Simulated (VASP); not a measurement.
A run of VASP 6.6.1:

The input INCAR:

```
  ALGO = Fast
  EDIFF = 1E-7
  ENCUT = 520
  GGA = PE
  ISIF = 2
  ISMEAR = 0
  LASPH = T
  LCHARG = F
  LREAL = F
  LWAVE = F
  NBANDS = 11
  NELM = 100
  PREC = Accurate
  SIGMA = 0.15
```

The input KPOINTS:

```
k-points
0
Gamma
  26 26 26
```

Contents of POSCAR:

```
Pt
1.0
    0.0000000000      2.0346814308      1.8858023017
    2.0346814308      0.0000000000      1.8858023017
    2.0346814308      2.0346814308      0.0000000000
Pt
1
Direct
    0.0000000000      0.0000000000      0.0000000000
```

Potentials or basis: VASP PAW PBE potentials, release 64 (Pt).

Run with:

```bash
$ cat potpaw_PBE.64/Pt/POTCAR > POTCAR
$ mpirun -np 1 vasp_std > vasp.out
```

Hardware: 1 thread of Intel Xeon 6975P-C (shared host).

Q: Estimate the wall time of this run.

A: Run time: 2.5 min on 1 thread of Intel Xeon 6975P-C (shared host), peak memory 0.34 GiB. Counts: scf iterations 13, k points 1330.
